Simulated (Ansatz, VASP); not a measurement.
Two plane-wave programs on SiC

```
Si C
1.0
     3.13567    0.00000    0.00000
    -1.56784    2.71557    0.00000
     0.00000    0.00000    5.14712
Si C
2 2
Direct
  0.33333 0.66667 0.99959
  0.66667 0.33333 0.49959
  0.33333 0.66667 0.37541
  0.66667 0.33333 0.87541
```

Alike in both runs: task single point; functional r2SCAN; k mesh 9 × 9 × 4; no spin polarisation.

```csv
,VASP,Ansatz
version,VASP 6.6.1,Ansatz 0.2.0
potentials or method,"VASP PAW PBE potentials, release 64 (Si, C)","plane waves, PAW"
plane-wave cutoff (eV),520,500
occupations,"gaussian, width 0.01 eV",fixed
valence electrons in the cell,16,16
```

VASP gave:

- gap on the k mesh at the Fermi level (eV): 2.74
- pressure (GPa): -12.0
- traceless stress, the component that is largest in VASP (GPa): 0.22
- rms of the force components (eV/Å): 0.006

**Question.** Which values does Ansatz return?

**Answer.** gap on the k mesh at the Fermi level (eV): 2.73; pressure (GPa): -11.8; traceless stress, the component that is largest in VASP (GPa): 0.21; rms of the force components (eV/Å): 0.006.

VASP's potentials were made for PBE, not for r2SCAN. Atom by atom the forces differ by 0.000 eV/Å (rms over components).
